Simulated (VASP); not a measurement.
# PrAl3Mo2 (P6/mmm) in VASP: relaxation of cell and atoms with PBE

Aim: the relaxation of cell and atoms of PrAl3Mo2 with PBE.

Everything below comes from runs of VASP 6.6.1. Logs are shortened: lines on timing, memory, paths and dates and some standing lists are left out, and cuts for length are marked.

### Step 1. The cell of the first run

Symmetry: P6/mmm, No. 191, hexagonal system. The conventional cell has a = 5.534 Å, b = 5.534 Å, c = 4.339 Å, α = 90.00°, β = 90.00°, γ = 120.00°. Within 4.4 Å of Pr (site symmetry 6/mmm) lie 6 Mo at 3.19 Å and 12 Al at 3.52 Å and 2 Pr at 4.34 Å. Al (site symmetry mmm) has 4 Mo at 2.69 Å and 4 Al at 2.77 Å and 4 Pr at 3.52 Å within 3.6 Å. Within 3.6 Å of Mo (site symmetry -6m2) lie 6 Al at 2.69 Å and 3 Mo at 3.19 Å and 3 Pr at 3.19 Å.

The cell was generated, and may not be a known phase.

### Step 2. Relaxation of cell and atoms, PBE

The input, INCAR:

```
SYSTEM = PrAl3Mo2
ALGO = Normal
EDIFF = 1E-7
EDIFFG = -0.01
ENCUT = 500
GGA = PE
GGA_COMPAT = .False.
IBRION = 2
ISIF = 3
ISMEAR = 0
LASPH = .True.
LCHARG = .False.
LMAXMIX = 6
LREAL = .False.
LWAVE = .False.
NELM = 200
NELMIN = 4
NSW = 100
PREC = Accurate
SIGMA = 0.1
```

The input, KPOINTS:

```
k-points
0
Gamma
  12 12 10
  0 0 0
```

The input, POSCAR:

```
PrAl3Mo2
1.0
    5.5336478800     -0.0000000027      0.0000000000
   -2.7668239377      4.7922796410      0.0000000000
    0.0000000000      0.0000000000      4.3390767315
Pr Al Mo
1 3 2
Direct
    0.0000000000      0.0000000000      0.0000000000
    0.5000000000      0.5000000000      0.5000000000
    0.5000000000      0.0000000000      0.5000000000
    0.0000000000      0.5000000000      0.5000000000
    0.6666666667      0.3333333333      0.0000000000
    0.3333333333      0.6666666667      0.0000000000
```

Potentials or basis: VASP PAW PBE potentials, release 64 (Pr_3, Al, Mo_sv), 4f in core.

On the command line:

```console
$ cat potpaw_PBE.64/Pr_3/POTCAR potpaw_PBE.64/Al/POTCAR potpaw_PBE.64/Mo_sv/POTCAR > POTCAR
$ mpirun -np 1 vasp_std > vasp.out
```

OUTCAR:

```text
SYSTEM = PrAl3Mo2
   EDIFF = 1E-7
   EDIFFG = -0.01
   ENCUT = 500
   GGA = PE
   IBRION = 2
   ISIF = 3
   ISMEAR = 0
   LASPH = .True.
   LREAL = .False.
   NELM = 200
   NELMIN = 4
   NSW = 100
   PREC = Accurate

 ion  position               nearest neighbor table
   1  0.000  0.000  0.000-   5 3.19   6 3.19   6 3.19   5 3.19   5 3.19   6 3.19   2 3.52   2 3.52
                             2 3.52   2 3.52   4 3.52   4 3.52   4 3.52   4 3.52   3 3.52   3 3.52
   2  0.500  0.500  0.500-   5 2.69   6 2.69   5 2.69   6 2.69   3 2.77   3 2.77   4 2.77   4 2.77
                             1 3.52   1 3.52   1 3.52   1 3.52
   3  0.500  0.000  0.500-   5 2.69   6 2.69   5 2.69   6 2.69   4 2.77   4 2.77   2 2.77   2 2.77
                             1 3.52   1 3.52   1 3.52   1 3.52
   4  0.000  0.500  0.500-   5 2.69   6 2.69   5 2.69   6 2.69   3 2.77   3 2.77   2 2.77   2 2.77
                             1 3.52   1 3.52   1 3.52   1 3.52
   5  0.667  0.333  0.000-   3 2.69   3 2.69   4 2.69   4 2.69   2 2.69   2 2.69   6 3.19   6 3.19
                             1 3.19   1 3.19   1 3.19   6 3.19
   6  0.333  0.667  0.000-   3 2.69   3 2.69   4 2.69   4 2.69   2 2.69   2 2.69   5 3.19   5 3.19
                             1 3.19   1 3.19   1 3.19   5 3.19

  LATTYP: Found a hexagonal cell.
 ALAT       =     5.5336478800
 C/A-ratio  =     0.7841259194

  Lattice vectors:

 A1 = (   5.5336478800,  -0.0000000027,   0.0000000000)
 A2 = (  -2.7668239377,   4.7922796410,   0.0000000000)
 A3 = (   0.0000000000,   0.0000000000,   4.3390767315)

Analysis of symmetry for initial positions (statically):
=====================================================================
 Subroutine PRICEL returns:
 Original cell was already a primitive cell.

 Routine SETGRP: Setting up the symmetry group for a
 hexagonal supercell.

 Subroutine GETGRP returns: Found 24 space group operations
 (whereof 24 operations were pure point group operations)
 out of a pool of 24 trial point group operations.

The static configuration has the point symmetry D_6h.

Analysis of symmetry for dynamics (positions and initial velocities):
=====================================================================
 Subroutine PRICEL returns:
 Original cell was already a primitive cell.

 Routine SETGRP: Setting up the symmetry group for a
 hexagonal supercell.

[... 172 lines left out ...]

 VOLUME and BASIS-vectors are now :
 -----------------------------------------------------------------------------
  energy-cutoff  :      500.00
  volume of cell :      115.07
      direct lattice vectors                 reciprocal lattice vectors
     5.533647880 -0.000000003  0.000000000     0.180712619  0.104334479  0.000000000
    -2.766823938  4.792279641  0.000000000     0.000000000  0.208668958  0.000000000
     0.000000000  0.000000000  4.339076731     0.000000000  0.000000000  0.230463774

 POSITION                                       TOTAL-FORCE (eV/Angst)
 -----------------------------------------------------------------------------------
      0.00000      0.00000      0.00000        -0.000000     -0.000000      0.000000
      1.38341      2.39614      2.16954        -0.000000     -0.000000      0.000000
      2.76682     -0.00000      2.16954        -0.000000     -0.000000      0.000000
     -1.38341      2.39614      2.16954        -0.000000     -0.000000      0.000000
      2.76682      1.59743      0.00000         0.000000      0.000000      0.000000
      0.00000      3.19485      0.00000        -0.000000     -0.000000      0.000000
 -----------------------------------------------------------------------------------
    total drift:                                0.000000     -0.000000      0.000000

  FREE ENERGIE OF THE ION-ELECTRON SYSTEM (eV)
  ---------------------------------------------------
  free  energy   TOTEN  =       -38.5476473825 eV

  energy  without entropy=      -38.5139816703  energy(sigma->0) =      -38.53081453

--------------------------------------- Ionic step        2  -------------------------------------------

 number of electron      47.9999997 magnetization

 Free energy of the ion-electron system (eV)
  ---------------------------------------------------
  ext. energy  EPLUGINS =         0.00000000
  ---------------------------------------------------
  free energy    TOTEN  =       -38.54765240 eV

  energy without entropy =      -38.51389638  energy(sigma->0) =      -38.53077439

 E-fermi :   7.4461     XC(G=0): -10.9255

 val. band max:        7.4420349211   @ k =   0.3333   0.3333   0.3000
 cond. band min:       7.4489148673   @ k =   0.5000   0.0000   0.2000
 fundamental gap:      0.0068799461
 Fermi energy:         7.4461166607

 k-point     1 :       0.0000    0.0000    0.0000
  band No.  band energies     occupation
      1     -52.9527      2.00000
      2     -52.9276      2.00000
      3     -28.3676      2.00000
      4     -27.1292      2.00000
      5     -27.1292      2.00000
      6     -27.0807      2.00000
[... 733 lines left out ...]
     27       8.3582      0.00000
     28       9.8785      0.00000

 [... further k-points ...]
[... 5 lines left out ...]
  --------------------------------------------------------------------------------------
  -------------------------------------------------------------------------------------
  Total       -0.0542386     -0.0542386     -0.0469148      0.0000000     -0.0000000      0.0000000
  in kB       -0.7543160     -0.7543160     -0.6524617      0.0000000     -0.0000000      0.0000000
  external PRESSURE =      -0.7203646 kB  Pullay stress =       0.0000000 kB

 VOLUME and BASIS-vectors are now :
 -----------------------------------------------------------------------------
  energy-cutoff  :      500.00
  volume of cell :      115.20
      direct lattice vectors                 reciprocal lattice vectors
     5.535032642 -0.000000003 -0.000000000     0.180667408  0.104308376  0.000000000
    -2.767516319  4.793478880  0.000000000     0.000000000  0.208616753  0.000000000
     0.000000000 -0.000000000  4.342047931    -0.000000000 -0.000000000  0.230306071

 POSITION                                       TOTAL-FORCE (eV/Angst)
 -----------------------------------------------------------------------------------
      2.76752      4.79348      0.00000        -0.000000     -0.000000      0.000000
      1.38376      2.39674      2.17102         0.000000     -0.000000      0.000000
      0.00000      4.79348      2.17102         0.000000     -0.000000      0.000000
      4.15127      2.39674      2.17102        -0.000000     -0.000000      0.000000
      2.76752      1.59783      0.00000        -0.000000     -0.000000     -0.000000
      0.00000      3.19565      0.00000         0.000000      0.000000      0.000000
 -----------------------------------------------------------------------------------
    total drift:                               -0.000000     -0.000000      0.000000

  FREE ENERGIE OF THE ION-ELECTRON SYSTEM (eV)
  ---------------------------------------------------
  free  energy   TOTEN  =       -38.5476523995 eV

  energy  without entropy=      -38.5138963811  energy(sigma->0) =      -38.53077439

 reached required accuracy - stopping structural energy minimisation
```

CONTCAR:

```text
PrAl3Mo2
   1.00000000000000
     5.5350326420530607   -0.0000000027006867   -0.0000000000000000
    -2.7675163187259644    4.7934788801164698    0.0000000000000000
     0.0000000000000000   -0.0000000000000000    4.3420479307404722
  Pr              Al              Mo
     1     3     2
Direct
     1.0000000000000000    1.0000000000000000    0.0000000000000000
     0.5000000000000000    0.5000000000000000    0.5000000000000000
     0.5000000000000000    1.0000000000000000    0.5000000000000000
     1.0000000000000000    0.5000000000000000    0.5000000000000000
     0.6666666667000030    0.3333333332999970    0.0000000000000000
     0.3333333332999970    0.6666666667000030    0.0000000000000000

  0.00000000E+00  0.00000000E+00  0.00000000E+00
  0.00000000E+00  0.00000000E+00  0.00000000E+00
  0.00000000E+00  0.00000000E+00  0.00000000E+00
  0.00000000E+00  0.00000000E+00  0.00000000E+00
  0.00000000E+00  0.00000000E+00  0.00000000E+00
  0.00000000E+00  0.00000000E+00  0.00000000E+00
```

It took 8.1 min on 1 thread of Intel Xeon Platinum 8488C (Sapphire Rapids), shared host; peak memory 0.48 GiB.

What came out:

| Quantity | Value |
| --- | --- |
| Free energy | -38.5477 eV |
| Relaxed volume | 19.20 Å³/atom |
| Relaxed cell | a = 5.535 Å, b = 5.535 Å, c = 4.342 Å, α = 90.00°, β = 90.00°, γ = 120.00° |
| Space group after relaxing (to 0.1 Å) | P6/mmm (No. 191) |
| Energy gained by relaxing | 0.0 meV/atom |
| Ionic steps | 2 |
| Pressure after relaxing | -0.1 GPa |
| Band gap on the k mesh | zero (bands 24 and 25 overlap by 0.76 eV) |

Final structure:
```yaml
crystal:
  lattice:
    - [5.53503, 0.00000, 0.00000]
    - [-2.76752, 4.79348, 0.00000]
    - [0.00000, 0.00000, 4.34205]
  atoms:
    - { symbol: Pr, position: [0.00000, 0.00000, 0.00000] }
    - { symbol: Al, position: [0.50000, 0.50000, 0.50000] }
    - { symbol: Al, position: [0.50000, 0.00000, 0.50000] }
    - { symbol: Al, position: [0.00000, 0.50000, 0.50000] }
    - { symbol: Mo, position: [0.66667, 0.33333, 0.00000] }
    - { symbol: Mo, position: [0.33333, 0.66667, 0.00000] }
```

Caveat: spin-orbit coupling is left out, which moves the levels of the heavy elements; the 4f electrons are frozen in the core, so they carry no moment and show no levels. Spin polarisation is off, so any magnetic state and its effect on volume and gap are missing.
